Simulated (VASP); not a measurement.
**V: relaxation of cell and atoms with LDA**

Crystal: V.

```
V
1.0
     2.69235    0.00000    0.00000
    -1.34617    2.33164    0.00000
     0.00000    0.00000    4.39661
V
2
Direct
  0.33333 0.66667 0.25000
  0.66667 0.33333 0.75000
```

This isn't the form of V at room conditions, which is bcc.

| Property | Result |
| --- | --- |
| Program | VASP 6.6.1 |
| Task | relaxation of cell and atoms |
| Functional | LDA |
| Potentials or basis | VASP PAW LDA potentials, release 64 (V_sv) |
| Cutoff | 500 eV |
| k mesh | 9 × 9 × 4 |
| Occupations | gaussian, width 0.1 eV |
| Spin | no spin polarisation |
| Dipole correction | no |
| Further INCAR settings | ALGO = Normal; EDIFF = 1e-07; IBRION = 2; EDIFFG = -0.05; NSW = 100; ISIF = 3 |

| Property | Result |
| --- | --- |
| Relaxed volume | 12.92 Å³/atom |
| Relaxed cell | a = 2.541 Å, b = 2.541 Å, c = 4.624 Å, α = 90.00°, β = 90.00°, γ = 120.00° |
| Space group after relaxing (to 0.1 Å) | P6_3/mmc (No. 194) |
| Energy gained by relaxing | 77.7 meV/atom |
| Ionic steps | 8 |
| Pressure after relaxing | 0.0 GPa |
| Band gap on the k mesh | zero (bands 13 and 14 overlap by 2.29 eV) |

Stress tensor (GPa, compression positive):
```
-0.06  0.00  0.00
 0.00 -0.06  0.00
 0.00  0.00  0.02
```

Step by step:
```tsv
step	energy change (eV)	largest force (eV/Å)	pressure (GPa)	volume (Å³)
1	0.0000	0.0000	-11.41	27.60
2	0.0037	0.0000	19.41	23.84
3	-0.0858	0.0000	1.91	25.66
4	-0.1356	0.0000	2.09	25.60
5	-0.1005	0.0000	4.68	25.29
6	-0.1525	0.0000	2.70	25.51
7	-0.1490	0.0000	-3.87	26.37
8	-0.1554	0.0000	-0.03	25.85
```

Final structure:
```xyz
2
Lattice="2.5408 0.0000 0.0000 -1.2704 2.2004 0.0000 0.0000 0.0000 4.6237" Properties=species:S:1:pos:R:3 pbc="T T T"
V     0.0000    1.4669    1.1559
V     1.2704    0.7335    3.4678
```

Levels at points of the mesh, in eV from the Fermi level:
```tsv
k point	band 10	band 11	band 12	band 13	band 14	band 15	band 16	band 17
(0.00, 0.00, 0.00)	-3.59	-0.70	-0.01	0.31	0.31	0.66	0.66	1.96
(0.00, 0.00, 0.50)	-5.08	-1.12	-1.12	0.35	0.35	0.35	0.35	2.69
```

Wall time 2.1 min on 1 thread of Intel Xeon 8259CL (shared host), peak memory 0.14 GiB.
